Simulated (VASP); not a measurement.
Wanted: the native input for a VASP 6.6.1 run.

- Task: single point
- Functional: LDA
- Potentials or basis: VASP PAW LDA potentials, release 64 (Hf_pv, N)
- Cutoff: 520 eV
- k mesh: 18 × 18 × 18
- Occupations: gaussian, width 0.15 eV
- Spin: no spin polarisation
- Dipole correction: no
- Further INCAR settings: ALGO = Normal; EDIFF = 1e-06; NBANDS = 14

The structure of HfN lies in POSCAR:

```
HfN
1.0
    0.0000000000      2.1686400000      2.2590000000
    2.1686400000      0.0000000000      2.2590000000
    2.1686400000      2.1686400000      0.0000000000
Hf N
1 1
Direct
    0.0000000000      0.0000000000      0.0000000000
    0.5000000000      0.5000000000      0.5000000000
```

This cell differs from its parent crystal: strain -0.040 along x and y, +0.000 along z.

The input as run:

INCAR

```
ALGO = Normal
EDIFF = 1E-6
ENCUT = 520
ISIF = 2
ISMEAR = 0
LASPH = T
LCHARG = F
LREAL = F
LWAVE = F
NBANDS = 14
NELM = 100
PREC = Accurate
SIGMA = 0.15
```

KPOINTS

```
k-points
0
Gamma
  18 18 18
```

Potentials or basis: VASP PAW LDA potentials, release 64 (Hf_pv, N).

Run with:

```console
$ cat potpaw_LDA.64/Hf_pv/POTCAR potpaw_LDA.64/N/POTCAR > POTCAR
$ mpirun -np 1 vasp_std > vasp.out
```

Results of the run:

The pressure is 16.3 GPa.

Caveat: the cell differs from its parent crystal (strain -0.040 along x and y, +0.000 along z).

Wall time 73 s on 1 thread of Intel(R) Xeon(R) Platinum 8375C CPU @ 2.90GHz (Ice Lake), with other jobs on the host, peak memory 0.25 GiB.
